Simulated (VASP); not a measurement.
Set up this calculation in VASP 6.6.1, as the native input.

```yaml
Task: single point
Functional: PBE
Potentials_or_basis: VASP PAW PBE potentials, release 64 (B, As)
Cutoff: 520 eV
k_mesh: 12 × 12 × 6
Occupations: fermi-dirac, width 0.02 eV
Spin: no spin polarisation
Dipole_correction: no
Further_INCAR_settings: ALGO = Normal; EDIFF = 1e-06; NBANDS = 16
```

The structure of BAs lies in POSCAR:

```
BAs
1.0
    3.2681491474      0.0000000000      0.0000000000
   -1.6340745737      2.8303001850      0.0000000000
    0.0000000000      0.0000000000      5.4307064937
B As
2 2
Direct
    0.0000000000      0.0000000000      0.0000000000
    0.0000000000      0.0000000000      0.5000000000
    0.3333333333      0.6666666667      0.2500000000
    0.6666666667      0.3333333333      0.7500000000
```

The input as run:

INCAR

```
PREC = Accurate ; ENCUT = 520
EDIFF = 1E-6 ; ISMEAR = -1
SIGMA = 0.02 ; LREAL = F
LASPH = T ; NELM = 60
ALGO = Normal ; ISIF = 2
LWAVE = F ; LCHARG = F
GGA = PE ; NBANDS = 16
```

KPOINTS

```
regular mesh
0
Gamma
  12 12 6
```

Potentials or basis: VASP PAW PBE potentials, release 64 (B, As).

Run with:

```console
$ cat potpaw_PBE.64/B/POTCAR potpaw_PBE.64/As/POTCAR > POTCAR
$ mpirun -np 1 vasp_std > vasp.out
```

Results of the run:

```json
{
  "Pressure": "0.3 GPa",
  "Band gap on the k mesh": "zero (band 8 reaches 8.80 eV, above the bottom of band 9 at 2.88 eV)"
}
```

Wall time 31 s on 1 thread of Intel(R) Xeon(R) 6975P-C (Granite Rapids) (shared host), peak memory 0.19 GiB.
